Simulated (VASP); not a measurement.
# Ta (I4/mmm) in VASP: notebook, part 2 of 3

VASP 6.6.1.

**3. Single point, PBE (17.18 Å³/atom)**

INCAR reads:

```
ALGO     = Normal         # electronic algorithm
EDIFF    = 1E-6           # SCF threshold, eV
ENCUT    = 520            # plane-wave cutoff, eV
GGA      = PE             # functional
ISIF     = 2              # what is computed and relaxed
ISMEAR   = 0              # smearing method
LASPH    = True           # aspherical terms in the spheres
LCHARG   = False          # write CHGCAR
LREAL    = False          # projectors in reciprocal space
LWAVE    = False          # write WAVECAR
NBANDS   = 12             # bands
NELM     = 60             # most SCF steps
PREC     = Accurate       # precision mode
SIGMA    = 0.15           # smearing width, eV
```

KPOINTS reads:

```
k-points
0
Gamma
  20 20 20
```

POSCAR reads:

```
Ta
1.0
   -1.3860363547      1.3860363547      2.2360924511
    1.3860363547     -1.3860363547      2.2360924511
    1.3860363547      1.3860363547     -2.2360924511
Ta
1
Direct
    0.0000000000      0.0000000000      0.0000000000
```

Potentials or basis: VASP PAW PBE potentials, release 64 (Ta_pv).

The run is started by

```sh
cat potpaw_PBE.64/Ta_pv/POTCAR > POTCAR
mpirun -np 1 vasp_std > vasp.out
```

OUTCAR:

```text
EDIFF = 1E-6
   ENCUT = 520
   GGA = PE
   ISIF = 2
   ISMEAR = 0
   LASPH = True
   LREAL = False
   NELM = 60
   PREC = Accurate

 ion  position               nearest neighbor table
   1  0.000  0.000  0.000-

  LATTYP: Found a body centered tetragonal cell.
 ALAT       =     2.7720727094
 C/A-ratio  =     1.6133000000

  Lattice vectors:

 A1 = (  -1.3860363547,   1.3860363547,   2.2360924511)
 A2 = (   1.3860363547,  -1.3860363547,   2.2360924511)
 A3 = (   1.3860363547,   1.3860363547,  -2.2360924511)

Analysis of symmetry for initial positions (statically):
=====================================================================
 Subroutine PRICEL returns:
 Original cell was already a primitive cell.

 Routine SETGRP: Setting up the symmetry group for a
 body centered tetragonal supercell.

 Subroutine GETGRP returns: Found 16 space group operations
 (whereof 16 operations were pure point group operations)
 out of a pool of 16 trial point group operations.

The static configuration has the point symmetry D_4h.

Analysis of symmetry for dynamics (positions and initial velocities):
[... 162 lines left out ...]
 fundamental gap:      0.0104974755
 Fermi energy:         6.1971879478

 k-point     1 :       0.0000    0.0000    0.0000
  band No.  band energies     occupation
      1     -27.0629      2.00000
      2     -26.9598      2.00000
      3     -26.9598      2.00000
      4      -2.2139      2.00000
      5       5.5203      2.00000
      6       7.4770      0.00000
      7       7.4770      0.00000
      8       8.4264      0.00000
      9      11.4268      0.00000
     10      19.2628      0.00000
     11      20.7380      0.00000
     12      21.7456      0.00000
[... 331 lines left out ...]
 k-point    24 :      -0.3500    0.0500    0.0000
  band No.  band energies     occupation
      1     -28.0886      2.00000
      2     -27.2564      2.00000
      3     -27.0222      2.00000
      4       1.0467      2.00000
      5       5.5581      2.00000
      6       6.1256      1.50043
      7       7.7683      0.00000
      8      10.8270      0.00000
      9      11.4633      0.00000
     10      18.5516      0.00000
     11      20.7347      0.00000
     12      22.1052      0.00000

 [... further k-points ...]
[... 5 lines left out ...]
  --------------------------------------------------------------------------------------
  -------------------------------------------------------------------------------------
  Total        1.6432133      1.6432133      2.6605534      0.0000000      0.0000000      0.0000000
  in kB      153.2165015    153.2165015    248.0753294      0.0000000      0.0000000      0.0000000
  external PRESSURE =     184.8361108 kB  Pullay stress =       0.0000000 kB

 VOLUME and BASIS-vectors are now :
 -----------------------------------------------------------------------------
  energy-cutoff  :      520.00
  volume of cell :       17.18
      direct lattice vectors                 reciprocal lattice vectors
    -1.386036355  1.386036355  2.236092451     0.000000000  0.360740899  0.223604350
     1.386036355 -1.386036355  2.236092451     0.360740899  0.000000000  0.223604350
     1.386036355  1.386036355 -2.236092451     0.360740899  0.360740899  0.000000000

 POSITION                                       TOTAL-FORCE (eV/Angst)
 -----------------------------------------------------------------------------------
      0.00000      0.00000      0.00000        -0.000000      0.000000      0.000000
 -----------------------------------------------------------------------------------
    total drift:                                0.000000      0.000000      0.000000

  FREE ENERGIE OF THE ION-ELECTRON SYSTEM (eV)
  ---------------------------------------------------
  free  energy   TOTEN  =       -11.5576640884 eV

  energy  without entropy=      -11.5442322879  energy(sigma->0) =      -11.55094819
```

stdout:

```text
POSCAR found type information on POSCAR Ta
 POSCAR found :  1 types and       1 ions
 scaLAPACK will be used
 LDA part: xc-table for (Slater+PW92), standard interpolation
 POSCAR, INCAR and KPOINTS ok, starting setup
 FFT: planning ... GRIDC
 FFT: planning ... GRID_SOFT
 FFT: planning ... GRID
 WAVECAR not read
 entering main loop
```

It took 2 min on 1 thread of Intel Xeon 8259CL, shared host; peak memory 0.25 GiB.

What came out:

* Free energy: -11.5577 eV
* Pressure: 18.5 GPa
* Band gap on the k mesh: zero (an odd number of electrons rules out a gap without spin polarisation)

Caveat: the stress differs along the axes, from 15 to 25 GPa; spin-orbit coupling is left out, which moves the levels of the heavy elements.

**4. Single point, PBE (17.18 Å³/atom)**

INCAR reads:

```
SYSTEM = Ta
PREC     = Accurate       ! precision mode
ENCUT    = 520            ! plane-wave cutoff, eV
EDIFF    = 1E-7           ! SCF threshold, eV
ISMEAR   = 0              ! smearing method
SIGMA    = 0.15           ! smearing width, eV
LREAL    = .False.        ! projectors in reciprocal space
LASPH    = .True.         ! aspherical terms in the spheres
NELM     = 60             ! most SCF steps
ALGO     = Fast           ! electronic algorithm
ISIF     = 2              ! what is computed and relaxed
LWAVE    = .False.        ! write WAVECAR
LCHARG   = .False.        ! write CHGCAR
GGA      = PE             ! functional
NBANDS   = 12             ! bands
```

KPOINTS reads:

```
regular mesh
0
Gamma
  20 20 20
  0 0 0
```

POSCAR reads:

```
Ta
1.0
   -1.4714316217      1.4714316217      1.9840783987
    1.4714316217     -1.4714316217      1.9840783987
    1.4714316217      1.4714316217     -1.9840783987
Ta
1
Direct
    0.0000000000      0.0000000000      0.0000000000
```

Potentials or basis: VASP PAW PBE potentials, release 64 (Ta_pv).

The run is started by

```sh
cat potpaw_PBE.64/Ta_pv/POTCAR > POTCAR
mpirun -np 1 vasp_std > vasp.out
```

OUTCAR:

```text
SYSTEM = Ta
   PREC = Accurate
   ENCUT = 520
   EDIFF = 1E-7
   ISMEAR = 0
   LREAL = .False.
   LASPH = .True.
   NELM = 60
   ISIF = 2
   GGA = PE

 ion  position               nearest neighbor table
   1  0.000  0.000  0.000-

  LATTYP: Found a body centered tetragonal cell.
 ALAT       =     2.9428632434
 C/A-ratio  =     1.3484000000

  Lattice vectors:

 A1 = (  -1.4714316217,   1.4714316217,   1.9840783987)
 A2 = (   1.4714316217,  -1.4714316217,   1.9840783987)
 A3 = (   1.4714316217,   1.4714316217,  -1.9840783987)

Analysis of symmetry for initial positions (statically):
=====================================================================
 Subroutine PRICEL returns:
 Original cell was already a primitive cell.

 Routine SETGRP: Setting up the symmetry group for a
 body centered tetragonal supercell.

 Subroutine GETGRP returns: Found 16 space group operations
 (whereof 16 operations were pure point group operations)
 out of a pool of 16 trial point group operations.

The static configuration has the point symmetry D_4h.

Analysis of symmetry for dynamics (positions and initial velocities):
[... 162 lines left out ...]
 cond. band min:       6.2667627137   @ k =  -0.2500   0.3000   0.0500
 fundamental gap:      0.0036078819
 Fermi energy:         6.2637913960

 k-point     1 :       0.0000    0.0000    0.0000
  band No.  band energies     occupation
      1     -27.0153      2.00000
      2     -27.0085      2.00000
      3     -27.0085      2.00000
      4      -2.2208      2.00000
      5       6.4884      0.03425
      6       6.4884      0.03425
      7       7.1446      0.00000
      8       9.5795      0.00000
      9      10.5031      0.00000
     10      19.0328      0.00000
     11      20.7092      0.00000
     12      23.7610      0.00000
[... 331 lines left out ...]
 k-point    24 :      -0.3500    0.0500    0.0000
  band No.  band energies     occupation
      1     -28.0483      2.00000
      2     -27.1840      2.00000
      3     -27.1345      2.00000
      4       0.9862      2.00000
      5       5.6736      2.00000
      6       6.3885      0.23976
      7       7.2630      0.00000
      8      10.8329      0.00000
      9      11.4947      0.00000
     10      18.3887      0.00000
     11      20.7065      0.00000
     12      22.3311      0.00000

 [... further k-points ...]
[... 5 lines left out ...]
  --------------------------------------------------------------------------------------
  -------------------------------------------------------------------------------------
  Total        2.5449534      2.5449534      1.4164000      0.0000000     -0.0000000     -0.0000000
  in kB      237.2965513    237.2965513    132.0679686      0.0000000     -0.0000000     -0.0000000
  external PRESSURE =     202.2203571 kB  Pullay stress =       0.0000000 kB

 VOLUME and BASIS-vectors are now :
 -----------------------------------------------------------------------------
  energy-cutoff  :      520.00
  volume of cell :       17.18
      direct lattice vectors                 reciprocal lattice vectors
    -1.471431622  1.471431622  1.984078399     0.000000000  0.339805121  0.252006171
     1.471431622 -1.471431622  1.984078399     0.339805121  0.000000000  0.252006171
     1.471431622  1.471431622 -1.984078399     0.339805121  0.339805121  0.000000000

 POSITION                                       TOTAL-FORCE (eV/Angst)
 -----------------------------------------------------------------------------------
      0.00000      0.00000      0.00000        -0.000000      0.000000      0.000000
 -----------------------------------------------------------------------------------
    total drift:                               -0.000000      0.000000      0.000000

  FREE ENERGIE OF THE ION-ELECTRON SYSTEM (eV)
  ---------------------------------------------------
  free  energy   TOTEN  =       -11.4977644260 eV

  energy  without entropy=      -11.4846651390  energy(sigma->0) =      -11.49121478
```

OSZICAR:

```text
N       E                     dE             d eps       ncg     rms          rms(c)
DAV:   1     0.613756360651E+02    0.61376E+02   -0.61535E+03 15492   0.885E+02
DAV:   2    -0.109184319310E+02   -0.72294E+02   -0.70441E+02 17120   0.247E+02
DAV:   3    -0.119286320395E+02   -0.10102E+01   -0.10001E+01 18600   0.274E+01
DAV:   4    -0.119312541086E+02   -0.26221E-02   -0.26214E-02 16828   0.153E+00
DAV:   5    -0.119312616197E+02   -0.75111E-05   -0.75105E-05 18444   0.797E-02    0.144E+01
RMM:   6    -0.116067432782E+02    0.32452E+00   -0.22063E-01 16457   0.399E+00    0.720E+00
RMM:   7    -0.114982605979E+02    0.10848E+00   -0.25898E-01 17320   0.421E+00    0.330E-01
RMM:   8    -0.114976850055E+02    0.57559E-03   -0.10363E-02 18946   0.977E-01    0.291E-01
RMM:   9    -0.114978001251E+02   -0.11512E-03   -0.12113E-03 19492   0.340E-01    0.591E-02
RMM:  10    -0.114977681180E+02    0.32007E-04   -0.13763E-04 19664   0.118E-01    0.782E-03
RMM:  11    -0.114977641308E+02    0.39872E-05   -0.21717E-05 20079   0.462E-02    0.474E-03
RMM:  12    -0.114977642902E+02   -0.15933E-06   -0.20621E-06 19868   0.131E-02    0.356E-03
RMM:  13    -0.114977644521E+02   -0.16190E-06   -0.41937E-07 17085   0.633E-03    0.785E-04
RMM:  14    -0.114977644260E+02    0.26114E-07   -0.45921E-08 13305   0.189E-03
   1 F= -.11497764E+02 E0= -.11491215E+02  d E =-.130993E-01
```

stdout:

```text
POSCAR found type information on POSCAR Ta
 POSCAR found :  1 types and       1 ions
 scaLAPACK will be used
 LDA part: xc-table for (Slater+PW92), standard interpolation
 POSCAR, INCAR and KPOINTS ok, starting setup
 FFT: planning ... GRIDC
 FFT: planning ... GRID_SOFT
 FFT: planning ... GRID
 WAVECAR not read
 entering main loop
WARNING in EDDRMM: call to ZHEGV failed, returncode =   8  4     10
WARNING in EDDRMM: call to ZHEGV failed, returncode =   6  3     10
```

Run time: 2.5 min. Hardware: 1 thread of Intel Xeon 8259CL, shared host; peak memory 0.25 GiB.

Results:

| Item | Value |
| --- | --- |
| Free energy | -11.4978 eV |
| Pressure | 20.2 GPa |
| Band gap on the k mesh | zero (an odd number of electrons rules out a gap without spin polarisation) |

Stress tensor (GPa, compression positive):
```
23.73  0.00  0.00
 0.00 23.73  0.00
 0.00  0.00 13.21
```

Levels at points of the mesh, in eV from the Fermi level:
```csv
k point,band 1,band 2,band 3,band 4,band 5,band 6,band 7,band 8,band 9,band 10
"(0.00, 0.00, 0.00)",-33.28,-33.27,-33.27,-8.48,0.22,0.22,0.88,3.32,4.24,12.77
"(0.50, 0.00, 0.00)",-34.64,-33.50,-33.41,-4.98,-0.21,0.55,1.03,6.21,6.69,11.37
"(0.50, 0.50, 0.00)",-34.55,-33.79,-33.66,-4.92,-3.73,3.16,6.40,6.88,7.58,11.78
"(0.50, 0.50, 0.50)",-34.56,-33.83,-33.83,-4.87,-3.88,4.09,6.42,7.25,7.25,11.45
```

Caveat: the stress differs along the axes, from 13 to 24 GPa; spin-orbit coupling is left out, which moves the levels of the heavy elements.

(Continued in part 3 of 3.)
